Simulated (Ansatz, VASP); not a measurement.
**NaCl in VASP and in Ansatz**

```xyz
2
Lattice="0.0000 2.8317 2.8317 2.8317 0.0000 2.8317 2.8317 2.8317 0.0000" Properties=species:S:1:pos:R:3 pbc="T T T"
Na    0.0000    0.0000    0.0000
Cl    2.8317    2.8317    2.8317
```

Alike in both runs: task single point; functional r2SCAN; k mesh 6 × 6 × 6; occupations gaussian, width 0.1 eV; no spin polarisation.

```csv
,VASP,Ansatz
version,VASP 6.6.1,Ansatz 0.2.0
potentials or method,"VASP PAW PBE potentials, release 64 (Na_pv, Cl), cutoff 550 eV","scalar-relativistic, plane waves, PAW"
valence electrons in the cell,14,16
```

|  | VASP | Ansatz | Ansatz less VASP |
| --- | --- | --- | --- |
| gap on the k mesh at the Fermi level (eV) | 5.87 | 5.85 | -0.023 |
| least direct gap on the mesh (eV) | 5.87 | 5.85 | -0.023 |
| pressure (GPa) | -1.0 | -0.8 | +0.21 |

VASP's potentials were made for PBE, not for r2SCAN. With one functional, cell and mesh, what is left measures potentials, basis and numerics. VASP's potentials hold 14 valence electrons a cell and Ansatz's 16, so a difference there can come from the potentials and not from the codes.
